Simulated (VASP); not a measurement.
Set up this calculation in VASP 6.6.1, as the native input.

* Task: single point
* Functional: PBE
* Potentials or basis: VASP PAW PBE potentials, release 64 (Ta_pv, N)
* Cutoff: 600 eV
* k mesh: 7 × 7 × 4
* Occupations: fermi-dirac, width 0.03 eV
* Spin: no spin polarisation
* Dipole correction: no
* Further INCAR settings: ALGO = Normal; EDIFF = 1e-06; NBANDS = 24

The structure of TaN lies in POSCAR:

```
TaN
1.0
    3.0500000000      0.0000000000      0.0000000000
   -1.5250000000      2.6413774815      0.0000000000
    0.0000000000      0.0000000000      4.9400000000
Ta N
2 2
Direct
    0.3500000000      0.6750000000      0.0028750000
    0.6666666667      0.3333333333      0.5000000000
    0.3333333333      0.6666666667      0.3850000000
    0.6500000000      0.3250000000      0.8821250000
```

This cell differs from its parent crystal: shortest bond scaled by 1.05.

The input as run:

INCAR

```
SYSTEM = TaN
PREC     = Accurate       ! precision mode
ENCUT    = 600            ! plane-wave cutoff, eV
EDIFF    = 1E-6           ! SCF threshold, eV
ISMEAR   = -1             ! smearing method
SIGMA    = 0.03           ! smearing width, eV
LREAL    = .False.        ! projectors in reciprocal space
LASPH    = .True.         ! aspherical terms in the spheres
NELM     = 120            ! most SCF steps
ALGO     = Normal         ! electronic algorithm
ISIF     = 2              ! what is computed and relaxed
LWAVE    = .False.        ! write WAVECAR
LCHARG   = .False.        ! write CHGCAR
GGA      = PE             ! functional
NBANDS   = 24             ! bands
GGA_COMPAT= .False.
```

KPOINTS

```
regular mesh
0
Gamma
  7 7 4
  0 0 0
```

Potentials or basis: VASP PAW PBE potentials, release 64 (Ta_pv, N).

Command:

```console
$ cat potpaw_PBE.64/Ta_pv/POTCAR potpaw_PBE.64/N/POTCAR > POTCAR
$ mpirun -np 1 vasp_std > vasp.out
```

Results of the run:

```json
{"Pressure": "141.1 GPa", "Largest force": "3.311 eV/Å", "Band gap on the k mesh": "zero (bands 16 and 17 overlap by 2.54 eV)"}
```

Caveat: the cell differs from its parent crystal (shortest bond scaled by 1.05); the cell stands under pressure; spin-orbit coupling is left out, which moves the levels of the heavy elements; forces of over 1 eV/Å act on the atoms, so gaps and moduli don't describe the material at rest.

It took 42 s on 1 thread of Intel(R) Xeon(R) Platinum 8259CL CPU @ 2.50GHz (Skylake/Cascade Lake), with other jobs on the host, peak memory 0.2 GiB.
